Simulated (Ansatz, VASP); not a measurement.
WSe2 in VASP and in Ansatz

The input INCAR:

```
SYSTEM = WSe2
ALGO     = Normal         ! electronic algorithm
EDIFF    = 1E-6           ! SCF threshold, eV
ENCUT    = 520            ! plane-wave cutoff, eV
GGA      = CA             ! functional
ISIF     = 2              ! what is computed and relaxed
ISMEAR   = 0              ! smearing method
LASPH    = .TRUE.         ! aspherical terms in the spheres
LCHARG   = .TRUE.         ! write CHGCAR
LELF     = .TRUE.         ! ELF
LREAL    = .FALSE.        ! projectors in reciprocal space
LVHAR    = .TRUE.       
LWAVE    = .FALSE.        ! write WAVECAR
NBANDS   = 35             ! bands
NELM     = 60             ! most SCF steps
PREC     = Accurate       ! precision mode
SIGMA    = 0.01           ! smearing width, eV
```

KPOINTS

```
k-points
0
G
  12 12 2
  0 0 0
```

POSCAR

```
WSe2
1.0
    3.2996674501      0.0000000000      0.0000000000
   -1.6498337251      2.8575958358      0.0000000000
    0.0000000000      0.0000000000     13.1487008971
W Se
2 4
Direct
    0.3333333333      0.6666666667      0.2500000000
    0.6666666667      0.3333333333      0.7500000000
    0.6666666667      0.3333333333      0.3766602602
    0.6666666667      0.3333333333      0.1233397398
    0.3333333333      0.6666666667      0.8766602602
    0.3333333333      0.6666666667      0.6233397398
```

Input for Ansatz:

```yaml
crystal:
  lattice:
    - [3.2996674501, 0.0, 0.0]
    - [-1.6498337251, 2.8575958358, 0.0]
    - [0.0, 0.0, 13.1487008971]
  atoms:
    - { symbol: W, position: [0.3333333333, 0.6666666667, 0.25] }
    - { symbol: W, position: [0.6666666667, 0.3333333333, 0.75] }
    - { symbol: Se, position: [0.6666666667, 0.3333333333, 0.3766602602] }
    - { symbol: Se, position: [0.6666666667, 0.3333333333, 0.1233397398] }
    - { symbol: Se, position: [0.3333333333, 0.6666666667, 0.8766602602] }
    - { symbol: Se, position: [0.3333333333, 0.6666666667, 0.6233397398] }
kpoints:
  mp_grid: { grid: [12, 12, 2] }
  band_path:
    path:
      - [0.0, 0.0, 0.0]
      - [0.5, 0.0, 0.0]
      - [0.3333333333, 0.3333333333, 0.0]
      - [0.0, 0.0, 0.5]
      - [0.5, 0.0, 0.5]
      - [0.3333333333, 0.3333333333, 0.5]
      - [0.179687, 0.179688, 0.0]
    npoints: 1
hamiltonian:
  xc: lda
scf:
  occupations: { method: fixed }
  n_extra_bands: 5
output:
  forces: true
  stress: true
  eigenvalues: true
```

Alike in both runs: task single point; functional LDA; k mesh 12 × 12 × 2; no spin polarisation.

|  | VASP | Ansatz |
| --- | --- | --- |
| version | VASP 6.6.1 | Ansatz 0.2.0 |
| potentials or method | VASP PAW LDA potentials, release 64 (W_sv, Se) | plane waves, PAW |
| plane-wave cutoff (eV) | 520 | 420 |
| occupations | gaussian, width 0.01 eV | fixed |
| valence electrons in the cell | 52 | 92 |

|  | VASP | Ansatz | Ansatz less VASP |
| --- | --- | --- | --- |
| gap on the k mesh at the Fermi level (eV) | 0.98 | 0.99 | +0.009 |
| pressure (GPa) | -3.5 | -4.1 | -0.67 |
| traceless stress, the component that is largest in VASP (GPa) | 0.89 | 0.77 | -0.123 |
| rms of the force components (eV/Å) | 0.082 | 0.126 | +0.0445 |

LDA's correlation is that of Perdew and Zunger in VASP and of Perdew and Wang (1992) in Ansatz. Atom by atom the forces differ by 0.044 eV/Å (rms over components). VASP's potentials hold 52 valence electrons a cell and Ansatz's 92, so a difference there can come from the potentials and not from the codes.

Neither program's run includes spin-orbit coupling.
